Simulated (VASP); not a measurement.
Here is a VASP 6.6.1 calculation.

POSCAR

```
Ti
1.0
   -1.6907021604      1.6907021604      1.6907021604
    1.6907021604     -1.6907021604      1.6907021604
    1.6907021604      1.6907021604     -1.6907021604
Ti
1
Direct
    0.0000000000      0.0000000000      0.0000000000
```

File INCAR.step1:

```
SYSTEM = Ti
ALGO = Normal
EDIFF = 1E-4
ENCUT = 520
GGA = PE
ISMEAR = -1
ISPIN = 2
LASPH = .TRUE.
LCHARG = .FALSE.
LMAXMIX = 4
LREAL = .FALSE.
LWAVE = .TRUE.
MAGMOM = 1.059
NBANDS = 16
NELM = 150
PREC = Accurate
SIGMA = 0.05
```

INCAR.step2

```
SYSTEM = Ti
ALGO = Normal
EDIFF = 1E-6
ENCUT = 520
ISIF = 2
ISMEAR = -1
ISPIN = 2
ISTART = 1
LASPH = .TRUE.
LCHARG = .FALSE.
LMAXMIX = 4
LMIXTAU = .TRUE.
LORBIT = 11
LREAL = .FALSE.
LWAVE = .FALSE.
MAGMOM = 1.059
METAGGA = R2SCAN
NBANDS = 16
NELM = 150
PREC = Accurate
SIGMA = 0.05
```

File KPOINTS:

```
k-points
0
G
  22 22 22
  0 0 0
```

Potentials or basis: VASP PAW PBE potentials, release 64 (Ti_sv).

Launch:

```sh
$ cat potpaw_PBE.64/Ti_sv/POTCAR > POTCAR
$ cp INCAR.step1 INCAR
$ mpirun -np 1 vasp_std > vasp.out
$ cp INCAR.step2 INCAR
$ mpirun -np 1 vasp_std > vasp.out
```

(1) What does it give for the site moments?

(2) Estimate the net moment.

(3) What does it give for the pressure?

Answers

(1) Ti +1.05 μB.

(2) 1.53 μB per cell.

(3) -6.5 GPa.

Caveat: the cell stands under tension; the PAW data sets were made with another functional, which shifts forces and pressure a little.
